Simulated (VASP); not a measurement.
# P (Cmce) in VASP: single point with PBEsol

Aim: the single point of P with PBEsol.

Everything below comes from runs of VASP 6.6.1. Logs are shortened: lines on timing, memory, paths and dates and some standing lists are left out, and cuts for length are marked.

## 1. The cell of the first run

Symmetry: Cmce, No. 64, orthorhombic system. The conventional cell has a = 3.317 Å, b = 10.291 Å, c = 4.197 Å, α = 90.00°, β = 90.00°, γ = 90.00°. P (site symmetry m) has 3 P at 2.23 to 2.25 Å within 2.9 Å.

## 2. Single point, PBEsol

Input file INCAR:

```
PREC = Accurate
ENCUT = 520
EDIFF = 1E-6
ISMEAR = 0
SIGMA = 0.1
LREAL = F
LASPH = T
NELM = 100
ALGO = Normal
ISIF = 2
LWAVE = F
LCHARG = T
GGA = PS
LELF = T
LVHAR = T
NBANDS = 18
```

Input file KPOINTS:

```
regular mesh
0
Gamma
  14 14 10
```

Input file POSCAR:

```
P
1.0
    1.6587071112     -5.1453560320      0.0000000000
    1.6587071112      5.1453560320      0.0000000000
    0.0000000000      0.0000000000      4.1971726299
P
4
Direct
    0.1052825104      0.8947174896      0.9271259278
    0.6052825104      0.3947174896      0.5728740722
    0.8947174896      0.1052825104      0.0728740722
    0.3947174896      0.6052825104      0.4271259278
```

Potentials or basis: VASP PAW PBE potentials, release 64 (P).

Started as:

```sh
> cat potpaw_PBE.64/P/POTCAR > POTCAR
> mpirun -np 1 vasp_std > vasp.out
```

OUTCAR:

```text
PREC = Accurate
   ENCUT = 520
   EDIFF = 1E-6
   ISMEAR = 0
   LREAL = F
   LASPH = T
   NELM = 100
   ISIF = 2
   GGA = PS

 ion  position               nearest neighbor table
   1  0.105  0.895  0.927-   2 2.23   2 2.23   3 2.25
   2  0.605  0.395  0.573-   1 2.23   1 2.23   4 2.25
   3  0.895  0.105  0.073-   4 2.23   4 2.23   1 2.25
   4  0.395  0.605  0.427-   3 2.23   3 2.23   2 2.25

  LATTYP: Found a base centered orthorhombic cell.
 ALAT       =     3.3174142224
 B/A-ratio  =     3.1020280779
 C/A-ratio  =     1.2651940181

  Lattice vectors:

 A1 = (   1.6587071112,  -5.1453560320,   0.0000000000)
 A2 = (   1.6587071112,   5.1453560320,   0.0000000000)
 A3 = (   0.0000000000,   0.0000000000,   4.1971726299)

Analysis of symmetry for initial positions (statically):
=====================================================================
 Subroutine PRICEL returns:
 Original cell was already a primitive cell.

 Routine SETGRP: Setting up the symmetry group for a
 base centered orthorhombic supercell.

 Subroutine GETGRP returns: Found  8 space group operations
 (whereof  4 operations were pure point group operations)
 out of a pool of  8 trial point group operations.

The static configuration has the point symmetry C_2h.
 The point group associated with its full space group is D_2h.

Analysis of symmetry for dynamics (positions and initial velocities):
=====================================================================
 Subroutine PRICEL returns:
 Original cell was already a primitive cell.

 Routine SETGRP: Setting up the symmetry group for a
 base centered orthorhombic supercell.

 Subroutine GETGRP returns: Found  8 space group operations
 (whereof  4 operations were pure point group operations)
 out of a pool of  8 trial point group operations.

The dynamic configuration has the point symmetry C_2h.
 The point group associated with its full space group is D_2h.

 Subroutine INISYM returns: Found  8 space group operations
 (whereof  4 operations are pure point group operations),
 and found     1 'primitive' translations

----------------------------------------------------------------------------------------

                                     Primitive cell

  volume of cell :      71.6427

  direct lattice vectors                    reciprocal lattice vectors
     1.658707111 -5.145356032  0.000000000     0.301439595 -0.097175005  0.000000000
     1.658707111  5.145356032  0.000000000     0.301439595  0.097175005  0.000000000
     0.000000000  0.000000000  4.197172630     0.000000000  0.000000000  0.238255628

  length of vectors
     5.406107470  5.406107470  4.197172630     0.316715663  0.316715663  0.238255628

  position of ions in fractional coordinates (direct lattice)
     0.105282510  0.894717490  0.927125928
     0.605282510  0.394717490  0.572874072
     0.894717490  0.105282510  0.072874072
     0.394717490  0.605282510  0.427125928

  ion indices of the primitive-cell ions
   primitive index   ion index
                 1           1
                 2           2
                 3           3
                 4           4

----------------------------------------------------------------------------------------

 KPOINTS: regular mesh

Automatic generation of k-mesh.
 Grid dimensions read from file:
 generate k-points for:   14   14   10

 Generating k-lattice:

  Cartesian coordinates                     Fractional coordinates (reciprocal lattice)
     0.021531400 -0.006941072  0.000000000     0.071428571  0.000000000  0.000000000
     0.021531400  0.006941072  0.000000000     0.000000000  0.071428571  0.000000000
     0.000000000  0.000000000  0.023825563     0.000000000  0.000000000  0.100000000

  Length of vectors
     0.022622547  0.022622547  0.023825563

  Shift w.r.t. Gamma in fractional coordinates (k-lattice)
     0.000000000  0.000000000  0.000000000

 Subroutine IBZKPT returns following result:
 ===========================================

 Found    342 irreducible k-points:

 Following reciprocal coordinates:
            Coordinates               Weight
  0.000000  0.000000  0.000000      1.000000
  0.071429  0.000000  0.000000      4.000000
  0.142857  0.000000  0.000000      4.000000
  0.214286 -0.000000  0.000000      4.000000
  0.285714  0.000000  0.000000      4.000000
  0.357143  0.000000  0.000000      4.000000
[... 16 lines left out ...]
  0.214286  0.142857  0.000000      4.000000
  0.285714  0.142857  0.000000      4.000000
 [... further k-points ...]
   k-points           NKPTS =    342   k-points in BZ     NKDIM =    342   number of bands    NBANDS=     18
   number of dos      NEDOS =    301   number of ions     NIONS =      4
   total plane-waves  NPLWV =  51200
   dimension x,y,z NGX =    40 NGY =   40 NGZ =   32
   dimension x,y,z NGXF=    80 NGYF=   80 NGZF=   64
   ions per type =               4
   NGX,Y,Z   is equivalent  to a cutoff of  12.30, 12.30, 12.67 a.u.
   NGXF,Y,Z  is equivalent  to a cutoff of  24.60, 24.60, 25.35 a.u.
 SYSTEM =  unknown system
   PREC   = accura    normal or accurate (medium, high low for compatibility)
   ISTART =      0    job   : 0-new  1-cont  2-samecut
   ICHARG =      2    charge: 1-file 2-atom 10-const
   ISPIN  =      1    spin polarized calculation?
   LNONCOLLINEAR =      F non collinear calculations
   LSORBIT =      F    spin-orbit coupling
   LASPH  =      T    aspherical Exc in radial PAW
   ENCUT  =  520.0 eV  38.22 Ry    6.18 a.u.  10.05 10.05  7.80*2*pi/ulx,y,z
   NELM   =    100;   NELMIN=  2; NELMDL= -5     # of ELM steps
   EDIFF  = 0.1E-05   stopping-criterion for ELM
   LREAL  =      F    real-space projection
   EDIFFG = 0.1E-04   stopping-criterion for IOM
   NSW    =      0    number of steps for IOM
   IBRION =     -1    ionic relax: 0-MD 1-quasi-New 2-CG
   NFREE  =      0    steps in history (QN), initial steepest desc. (CG)
   ISIF   =      2    stress and relaxation
   ISYM   =      2    0-nonsym 1-usesym 2-fastsym
   POTIM  = 0.5000    time-step for ionic-motion
   TEBEG  =    0.0;   TEEND  =   0.0 temperature during run
   PSTRESS=    0.0 pullay stress
   NELECT =      20.0000    total number of electrons
   NUPDOWN=      -1.0000    fix difference up-down
   EMIN   =  10.00;   EMAX   =-10.00  energy-range for DOS
   EFERMI =   0.00;   METHOD = LEGACY
   ISMEAR =     0;   SIGMA  =   0.10  broadening in eV -4-tet -1-fermi 0-gaus
   EFERMI_NEDOS =   21; number of points for ismear=-14 and -15
   IALGO  =     38    algorithm
   IMIX   =      4    mixing-type and parameters
     AMIX     =   0.40;   BMIX     =  1.00
     AMIX_MAG =   1.60;   BMIX_MAG =  1.00
  volume/ion in A,a.u.               =      17.91       120.87
  Fermi-wavevector in a.u.,A,eV,Ry     =   1.069943  2.021900 15.575665  1.144779
  Thomas-Fermi vector in A             =   2.205638
   LORBIT       =      0    0 simple, 1 ext, 2 COOP (PROOUT), +10 PAW based schemes
   GGA     = PS    functional components
   LHFCALC =     F    Hartree Fock is set to
   AEXX    =    0.0000 exact exchange contribution
   IVDW    =     0    specifies the selected vdW correction
   LEPSILON=     F    determine dielectric tensor
   LRPA    =     F    only Hartree local field effects (RPA)
 non-spin polarized calculation
 Gauss-broadening in eV      SIGMA  =   0.10
  energy-cutoff  :      520.00
  volume of cell :       71.64
 maximum number of plane-waves:      1948
   NGX = 21   NGY = 21   NGZ = 15

 number of electron      20.0000000 magnetization

 Free energy of the ion-electron system (eV)
  ---------------------------------------------------
  ext. energy  EPLUGINS =         0.00000000
  ---------------------------------------------------
  free energy    TOTEN  =       -23.04999636 eV

  energy without entropy =      -23.04934936  energy(sigma->0) =      -23.04967286

 E-fermi :   7.1507     XC(G=0): -10.3196

 val. band max:        7.1298499015   @ k =   0.4286   0.4286   0.0000
 cond. band min:       7.1532586769   @ k =   0.4286   0.2143   0.0000
 fundamental gap:      0.0234087754
 Fermi energy:         7.1506706309

 k-point     1 :       0.0000    0.0000    0.0000
  band No.  band energies     occupation
      1      -8.7918      2.00000
      2      -5.4980      2.00000
      3      -1.9939      2.00000
      4      -0.0934      2.00000
      5       2.0426      2.00000
      6       2.8712      2.00000
[... 10 lines left out ...]
     17      14.3284      0.00000
     18      14.4712      0.00000

 k-point     2 :       0.0714    0.0000    0.0000
  band No.  band energies     occupation
      1      -8.7271      2.00000
      2      -5.4461      2.00000
      3      -2.0433      2.00000
      4      -0.0259      2.00000
      5       2.1027      2.00000
      6       2.6008      2.00000
[... 10 lines left out ...]
     17      13.7837      0.00000
     18      14.1852      0.00000

 k-point     3 :       0.1429    0.0000    0.0000
  band No.  band energies     occupation
      1      -8.5338      2.00000
      2      -5.2901      2.00000
      3      -2.2288      2.00000
      4       0.1744      2.00000
      5       1.8304      2.00000
      6       2.2310      2.00000
[... 10 lines left out ...]
     17      12.5414      0.00000
     18      14.0762      0.00000

 k-point     4 :       0.2143   -0.0000    0.0000
  band No.  band energies     occupation
      1      -8.2137      2.00000
      2      -5.0287      2.00000
      3      -2.6320      2.00000
      4       0.4995      2.00000
      5       0.8377      2.00000
      6       1.7597      2.00000
[... 10 lines left out ...]
     17      11.9967      0.00000
     18      13.9643      0.00000

 k-point     5 :       0.2857    0.0000    0.0000
  band No.  band energies     occupation
      1      -7.7703      2.00000
      2      -4.6603      2.00000
      3      -3.2793      2.00000
      4      -0.1973      2.00000
      5       0.9327      2.00000
      6       1.6054      2.00000
[... 10 lines left out ...]
     17      13.4625      0.00000
     18      13.9123      0.00000

 k-point     6 :       0.3571    0.0000    0.0000
  band No.  band energies     occupation
      1      -7.2094      2.00000
      2      -4.1830      2.00000
      3      -4.0869      2.00000
      4      -1.1871      2.00000
      5       1.4365      2.00000
      6       1.7290      2.00000
[... 10 lines left out ...]
     17      13.9500      0.00000
     18      14.1252      0.00000

 k-point     7 :       0.4286   -0.0000    0.0000
  band No.  band energies     occupation
      1      -6.5400      2.00000
      2      -4.9447      2.00000
      3      -3.5956      2.00000
      4      -2.0930      2.00000
      5       1.9119      2.00000
      6       1.9823      2.00000
[... 10 lines left out ...]
     17      13.9958      0.00000
     18      14.0221      0.00000

 k-point     8 :       0.5000    0.0000    0.0000
  band No.  band energies     occupation
      1      -5.7768      2.00000
      2      -5.7768      2.00000
      3      -2.8982      2.00000
      4      -2.8982      2.00000
      5       2.1297      2.00000
      6       2.1297      2.00000
[... 10 lines left out ...]
     17      14.0087      0.00000
     18      14.0087      0.00000
[... 229 lines left out ...]
     17      12.6261      0.00000
     18      13.3051      0.00000

 k-point    20 :      -0.1429    0.0714    0.0000
  band No.  band energies     occupation
      1      -8.7012      2.00000
      2      -5.5273      2.00000
      3      -2.0303      2.00000
      4       0.0726      2.00000
      5       2.1457      2.00000
      6       2.4890      2.00000
[... 10 lines left out ...]
     17      13.3878      0.00000
     18      13.8242      0.00000

 k-point    21 :      -0.0714    0.0714    0.0000
  band No.  band energies     occupation
      1      -8.7787      2.00000
      2      -5.5399      2.00000
      3      -1.9863      2.00000
      4      -0.0428      2.00000
      5       2.0664      2.00000
      6       2.8076      2.00000
[... 10 lines left out ...]
     17      13.6053      0.00000
     18      14.6064      0.00000

 k-point    22 :       0.1429    0.1429    0.0000
  band No.  band energies     occupation
      1      -7.8198      2.00000
      2      -4.5046      2.00000
      3      -3.2530      2.00000
      4      -0.2895      2.00000
      5       0.7450      2.00000
      6       1.5859      2.00000
[... 10 lines left out ...]
     17      13.5053      0.00000
     18      14.1749      0.00000

 k-point    23 :       0.2143    0.1429    0.0000
  band No.  band energies     occupation
      1      -7.2802      2.00000
      2      -4.0273      2.00000
      3      -3.9628      2.00000
      4      -1.3591      2.00000
      5       1.1771      2.00000
      6       1.7167      2.00000
[... 10 lines left out ...]
     17      13.5367      0.00000
     18      15.2756      0.00000

 k-point    24 :       0.2857    0.1429    0.0000
  band No.  band energies     occupation
      1      -6.6278      2.00000
      2      -4.8541      2.00000
      3      -3.3254      2.00000
      4      -2.3334      2.00000
      5       1.6282      2.00000
      6       2.0070      2.00000
[... 10 lines left out ...]
     17      13.4797      0.00000
     18      14.8428      0.00000

 [... further k-points ...]

------------------------ aborting loop because EDIFF is reached ----------------------------------------

  FORCE on cell =-STRESS in cart. coord.  units (eV):
  Direction    XX          YY          ZZ          XY          YZ          ZX
  --------------------------------------------------------------------------------------
  -------------------------------------------------------------------------------------
  Total       -0.0266405     -0.0657970     -0.0288944      0.0000000     -0.0000000      0.0000000
  in kB       -0.5957733     -1.4714468     -0.6461791      0.0000000     -0.0000000      0.0000000
  external PRESSURE =      -0.9044664 kB  Pullay stress =       0.0000000 kB

 VOLUME and BASIS-vectors are now :
 -----------------------------------------------------------------------------
  energy-cutoff  :      520.00
  volume of cell :       71.64
      direct lattice vectors                 reciprocal lattice vectors
     1.658707111 -5.145356032  0.000000000     0.301439595 -0.097175005  0.000000000
     1.658707111  5.145356032  0.000000000     0.301439595  0.097175005  0.000000000
     0.000000000  0.000000000  4.197172630     0.000000000  0.000000000  0.238255628

 POSITION                                       TOTAL-FORCE (eV/Angst)
 -----------------------------------------------------------------------------------
      1.65871      4.06192      3.89131         0.000000      0.025327     -0.024284
      1.65871     -1.08343      2.40445         0.000000      0.025327      0.024284
      1.65871     -4.06192      0.30587         0.000000     -0.025327      0.024284
      1.65871      1.08343      1.79272         0.000000     -0.025327     -0.024284
 -----------------------------------------------------------------------------------
    total drift:                                0.000000     -0.000000      0.000000

  FREE ENERGIE OF THE ION-ELECTRON SYSTEM (eV)
  ---------------------------------------------------
  free  energy   TOTEN  =       -23.0499963614 eV

  energy  without entropy=      -23.0493493553  energy(sigma->0) =      -23.04967286
```

Run time: 7.8 min. Hardware: 1 thread of Intel Xeon 8259CL, shared host; peak memory 0.43 GiB.

What came out:

* Free energy: -23.0500 eV
* Pressure: -0.1 GPa
* Largest force: 0.035 eV/Å
* Band gap on the k mesh: zero (bands 10 and 11 overlap by 0.27 eV)

Forces on the atoms (eV/Å):
```
P    0.000  0.025 -0.024
P    0.000  0.025  0.024
P    0.000 -0.025  0.024
P    0.000 -0.025 -0.024
```

Stress tensor (GPa, compression positive):
```
-0.06  0.00  0.00
 0.00 -0.15  0.00
 0.00  0.00 -0.06
```

Levels at points of the mesh, in eV from the Fermi level:
```csv
k point,band 6,band 7,band 8,band 9,band 10,band 11,band 12,band 13,band 14,band 15
"(0.00, 0.00, 0.00)",-4.28,-4.02,-2.88,-2.56,-1.33,0.96,1.20,1.92,3.42,5.48
"(0.50, 0.00, 0.00)",-5.02,-3.22,-3.22,-2.64,-2.64,0.80,0.80,1.03,1.03,3.34
"(0.50, 0.50, 0.00)",-5.24,-4.27,-2.11,-1.82,-0.39,0.51,0.62,2.46,3.15,5.72
"(0.00, 0.00, 0.50)",-5.09,-3.03,-3.03,-0.89,-0.89,1.50,1.50,2.31,2.31,5.25
"(0.50, 0.00, 0.50)",-5.86,-5.72,-5.72,-2.07,-2.07,1.58,1.58,4.64,4.64,6.15
"(0.50, 0.50, 0.50)",-3.10,-2.45,-2.45,-1.27,-1.27,1.32,1.32,2.68,2.68,2.84
```

Caveat: the PAW data sets were made with another functional, which shifts forces and pressure a little.
